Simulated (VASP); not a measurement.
TePb: relaxation of cell and atoms with PBEsol

TePb:

```
CELL_PARAMETERS angstrom
0.00000 3.23100 3.23100
3.23100 0.00000 3.23100
3.23100 3.23100 0.00000
ATOMIC_POSITIONS crystal
Pb 0.00000 0.00000 0.00000
Te 0.50000 0.50000 0.50000
```

```json
{
  "Program": "VASP 6.6.1",
  "Task": "relaxation of cell and atoms",
  "Functional": "PBEsol",
  "Potentials or basis": "VASP PAW PBE potentials, release 64 (Pb_d, Te)",
  "Cutoff": "600 eV",
  "k mesh": "7 × 7 × 7",
  "Occupations": "fermi-dirac, width 0.05 eV",
  "Spin": "no spin polarisation",
  "Target pressure": "5 GPa",
  "Dipole correction": "no",
  "Further INCAR settings": "ALGO = Normal; EDIFF = 1e-06; IBRION = 2; EDIFFG = -0.02; NSW = 80; ISIF = 3"
}
```

The relaxed volume is 30.55 Å³/atom. The relaxed cell is a = 4.421 Å, b = 4.421 Å, c = 4.421 Å, α = 60.00°, β = 60.00°, γ = 60.00° and the space group after relaxing (to 0.05 Å) is Fm-3m (No. 225). The energy change on relaxing (the enthalpy is what falls) is +40.5 meV/atom, the ionic steps are 3 and the pressure after relaxing is 4.9 GPa.

The path:
```csv
step,energy change (eV),largest force (eV/Å),pressure (GPa),volume (Å³)
1,0.0000,0.0000,-0.42,67.46
2,0.2756,0.0000,10.34,56.93
3,0.0810,0.0000,4.94,61.09
```

Final structure:
```
CELL_PARAMETERS angstrom
0.00000 3.12600 3.12600
3.12600 0.00000 3.12600
3.12600 3.12600 0.00000
ATOMIC_POSITIONS crystal
Pb 0.00000 0.00000 0.00000
Te 0.50000 0.50000 0.50000
```

Levels at points of the mesh, in eV from the Fermi level:
| k point | band 6 | band 7 | band 8 | band 9 | band 10 | band 11 | band 12 | band 13 | band 14 |
| --- | --- | --- | --- | --- | --- | --- | --- | --- | --- |
| (0.00, 0.00, 0.00) | -13.21 | -5.63 | -2.02 | -2.02 | -2.02 | 3.86 | 3.86 | 3.86 | 5.23 |

Wall time 2.3 min on 1 thread of Intel Xeon 8259CL, with other jobs on the host, peak memory 0.25 GiB.

Caveat: this odd mesh misses L, where the gap lies, so gap, dielectric constants and Born charges aren't listed; the cell is relaxed towards a set pressure, so the enthalpy falls and the energy may rise; the PAW data sets were made with another functional, which shifts forces and pressure a little; spin-orbit coupling is left out, which moves the levels of the heavy elements.
